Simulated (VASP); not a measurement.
InPd: single point with PBE

InPd:

```
In Pd
1.0
     3.30408    0.00000    0.00000
     0.00000    3.30408    0.00000
     0.00000    0.00000    3.30408
In Pd
1 1
Direct
  0.00000 0.00000 0.00000
  0.50000 0.50000 0.50000
```

```yaml
Program: VASP 6.6.1
Task: single point
Functional: PBE
Potentials_or_basis: VASP PAW PBE potentials, release 64 (In_d, Pd)
Cutoff: 520 eV
k_mesh: 8 × 8 × 8
Occupations: fermi-dirac, width 0.05 eV
Spin: no spin polarisation
Dipole_correction: no
Further_INCAR_settings: ALGO = Normal; EDIFF = 1e-07; NBANDS = 18
```

* Pressure: 0.0 GPa

Levels at points of the mesh, in eV from the Fermi level:
```csv
k point,band 8,band 9,band 10,band 11,band 12,band 13,band 14,band 15,band 16,band 17
"(0.00, 0.00, 0.00)",-3.59,-2.12,-2.12,-2.12,4.25,4.25,4.25,9.14,10.46,10.46
"(0.50, 0.00, 0.00)",-3.56,-3.05,-3.05,-2.18,-1.01,9.39,9.39,9.87,10.62,10.62
"(0.50, 0.50, 0.00)",-2.51,-2.51,-2.13,-2.13,-1.56,1.40,2.47,9.35,11.33,11.33
"(0.50, 0.50, 0.50)",-4.60,-1.53,-1.53,-0.12,3.84,3.84,3.84,4.36,4.36,4.36
```

Wall time 47 s on 1 thread of Intel(R) Xeon(R) Platinum 8259CL CPU @ 2.50GHz (Skylake/Cascade Lake) (shared host), peak memory 0.17 GiB.

Caveat: spin-orbit coupling is left out, which moves the levels of the heavy elements.
